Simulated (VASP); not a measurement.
# BN (wurtzite type) (P6_3mc) in VASP: further runs, part 2 of 2

VASP 6.6.1.

### 4 Relaxation of cell and atoms, PBE, target pressure 76 GPa, at which the enthalpy is minimised

This run uses another cell than the first one, of 5.29 Å³/atom, 1.034 times its volume.

INCAR reads:

```
SYSTEM = BN
PREC = Accurate
ENCUT = 600
EDIFF = 1E-6
ISMEAR = -1
SIGMA = 0.05
LREAL = .False.
LASPH = .True.
NELM = 100
ALGO = Normal
ISIF = 3
LWAVE = .False.
LCHARG = .False.
GGA = PE
IBRION = 2
NSW = 60
EDIFFG = -0.005
PSTRESS = 760.0
```

KPOINTS reads:

```
Automatic mesh
0
Gamma
  12 12 7
  0 0 0
```

POSCAR reads:

```
BN
1.0
    2.4656374435      0.0000000000      0.0000000000
   -1.2328187217      2.1353046626      0.0000000000
    0.0000000000      0.0000000000      4.0189890329
B N
2 2
Direct
    0.3333333333      0.6666666667      0.0000000000
    0.6666666667      0.3333333333      0.5000000000
    0.3333333333      0.6666666667      0.3760000000
    0.6666666667      0.3333333333      0.8760000000
```

Potentials or basis: VASP PAW PBE potentials, release 64 (B, N).

Command:

```sh
$ cat potpaw_PBE.64/B/POTCAR potpaw_PBE.64/N/POTCAR > POTCAR
$ mpirun -np 1 vasp_std > vasp.out
```

OUTCAR:

```text
SYSTEM = BN
   PREC = Accurate
   ENCUT = 600
   EDIFF = 1E-6
   ISMEAR = -1
   LREAL = .False.
   LASPH = .True.
   NELM = 100
   ISIF = 3
   GGA = PE
   IBRION = 2
   NSW = 60
   EDIFFG = -0.005
   PSTRESS = 760.0

 ion  position               nearest neighbor table
   1  0.333  0.667  0.000-   4 1.51   4 1.51   4 1.51   3 1.51
   2  0.667  0.333  0.500-   3 1.51   3 1.51   3 1.51   4 1.51
   3  0.333  0.667  0.376-   2 1.51   2 1.51   2 1.51   1 1.51
   4  0.667  0.333  0.876-   1 1.51   1 1.51   1 1.51   2 1.51

  LATTYP: Found a hexagonal cell.
 ALAT       =     2.4656374435
 C/A-ratio  =     1.6300000000

  Lattice vectors:

 A1 = (   2.4656374435,   0.0000000000,   0.0000000000)
 A2 = (  -1.2328187217,   2.1353046626,   0.0000000000)
 A3 = (   0.0000000000,   0.0000000000,   4.0189890329)

Analysis of symmetry for initial positions (statically):
[... 188 lines left out ...]

 k-point     1 :       0.0000    0.0000    0.0000
  band No.  band energies     occupation
      1     -12.7390      2.00000
      2      -7.9021      2.00000
      3      -2.9619      2.00000
      4       6.4822      2.00000
      5       6.4822      2.00000
      6       8.8053      2.00000
      7       8.9624      2.00000
      8       8.9624      2.00000
      9      17.6856      0.00000
     10      17.6856      0.00000
     11      18.6167      0.00000
     12      19.6100      0.00000
[... 664 lines left out ...]
--------------------------------------- Ionic step        9  -------------------------------------------

 number of electron      16.0000002 magnetization

 Free energy of the ion-electron system (eV)
  ---------------------------------------------------
  ext. energy  EPLUGINS =         0.00000000
  ---------------------------------------------------
  free energy    TOTEN  =       -34.11474935 eV

  energy without entropy =      -34.11474935  energy(sigma->0) =      -34.11474935

 E-fermi :  10.4365     XC(G=0): -13.5345

 val. band max:        9.4914648237   @ k =   0.0000   0.0000   0.0000
 cond. band min:      14.3199386429   @ k =   0.3333   0.3333   0.0000
 fundamental gap:      4.8284738192
 Fermi energy:        10.4364874067

 k-point     1 :       0.0000    0.0000    0.0000
  band No.  band energies     occupation
      1     -12.7017      2.00000
      2      -7.8619      2.00000
      3      -2.9175      2.00000
      4       7.0334      2.00000
      5       7.0335      2.00000
      6       9.0854      2.00000
      7       9.4915      2.00000
      8       9.4915      2.00000
      9      18.4270      0.00000
     10      18.4270      0.00000
     11      18.8518      0.00000
     12      20.8659      0.00000
[... 380 lines left out ...]
  energy  without entropy=      -34.1147493526  energy(sigma->0) =      -34.11474935

  enthalpy is  TOTEN    =       -24.4033272843 eV   P V=        9.7114220683

 reached required accuracy - stopping structural energy minimisation
```

CONTCAR:

```text
BN
   1.00000000000000
     2.4257530487025054    0.0000000000074629    0.0000000000000000
    -1.2128765242955981    2.1007637634887377   -0.0000000000000000
    -0.0000000000000000   -0.0000000000000000    4.0175012085167072
  B               N
     2     2
Direct
     0.3333333332999970    0.6666666667000030    0.0012498690147175
     0.6666666667000030    0.3333333332999970    0.5012498690147175
     0.3333333332999970    0.6666666667000030    0.3747501309852801
     0.6666666667000030    0.3333333332999970    0.8747501309852802

  0.00000000E+00  0.00000000E+00  0.00000000E+00
  0.00000000E+00  0.00000000E+00  0.00000000E+00
  0.00000000E+00  0.00000000E+00  0.00000000E+00
  0.00000000E+00  0.00000000E+00  0.00000000E+00
```

Run time: 55 s. Hardware: 1 thread of Intel Xeon Platinum 8488C (Sapphire Rapids), shared host; peak memory 0.14 GiB.

Results:

- Free energy: -34.1147 eV
- Relaxed volume: 5.12 Å³/atom
- Relaxed cell: a = 2.426 Å, b = 2.426 Å, c = 4.018 Å, α = 90.00°, β = 90.00°, γ = 120.00°
- Space group after relaxing (to 0.05 Å): P6_3mc (No. 186)
- Energy change on relaxing (the enthalpy is what falls): +67.1 meV/atom
- Ionic steps: 9
- Pressure after relaxing: 76.0 GPa
- Band gap on the k mesh: 4.83 eV, indirect (least direct gap 8.92 eV)

Stress tensor (GPa, compression positive):
```
75.99  0.00  0.00
 0.00 75.99  0.00
 0.00  0.00 76.07
```

Step by step:
```csv
step,energy change (eV),largest force (eV/Å),pressure (GPa),volume (Å³)
1,0.0000,0.1535,56.54,21.16
2,1.0188,0.0795,119.03,19.25
3,0.2837,0.1063,76.98,20.44
4,0.2909,0.1054,77.46,20.43
5,0.2537,0.1201,74.89,20.51
6,0.2687,0.0200,76.04,20.47
7,0.2691,0.0170,76.05,20.47
8,0.2671,0.0316,75.93,20.48
9,0.2683,0.0007,76.02,20.47
```

Final structure:
```cif
data_structure
_symmetry_space_group_name_H-M 'P 1'
_symmetry_Int_Tables_number 1
_cell_length_a 2.4258
_cell_length_b 2.4258
_cell_length_c 4.0175
_cell_angle_alpha 90.000
_cell_angle_beta 90.000
_cell_angle_gamma 120.000
_cell_volume 20.47
loop_
_atom_site_label
_atom_site_type_symbol
_atom_site_fract_x
_atom_site_fract_y
_atom_site_fract_z
_atom_site_occupancy
B1 B 0.33333 0.66667 0.00125 1
B2 B 0.66667 0.33333 0.50125 1
N1 N 0.33333 0.66667 0.37475 1
N2 N 0.66667 0.33333 0.87475 1
```

Levels at points of the mesh, in eV from the valence-band top:
```csv
k point,band 5,band 6,band 7,band 8,band 9,band 10,band 11,band 12
"(0.00, 0.00, 0.00)",-2.46,-0.41,0.00,0.00,8.94,8.94,9.36,11.37
"(0.50, 0.00, 0.00)",-7.81,-5.76,-5.24,-2.43,7.22,8.34,11.29,12.67
```

Caveat: the cell is relaxed towards a set pressure, so the enthalpy falls and the energy may rise.
